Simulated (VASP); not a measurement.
Runs of VASP 6.6.1 on Ru. The structure is that of space group Pm-3m (No. 221), or close to it. The cells are those of the table. 

```csv
task,cell,cutoff (eV),k mesh for the DOS,occupations for the DOS,gap on the mesh (eV),pressure (GPa)
single point,"a = 2.464 Å, 1 atom",520,-,-,none,(a)
relaxation of cell and atoms,"relaxed from a = 2.418 Å, 1 atom",600,-,-,none,0.0
single point,"a = 2.239 Å, 1 atom",520,-,-,none,149.8
single point,"a = 2.334 Å, 1 atom",520,-,-,none,64.0
single point,"a = 2.423 Å, 1 atom",520,-,-,none,16.4
```

Alike in all rows: level LDA; potentials or basis VASP PAW LDA potentials, release 64 (Ru_pv); no spin polarisation; k mesh 17 × 17 × 17; smearing fermi-dirac 0.1 eV.

Estimate the missing entries.

(a) 0.9.

A k mesh can miss the band edges, and the runs leave out spin-orbit coupling on Ru.

A gap of «none» marks levels without a gap at the run's occupations.
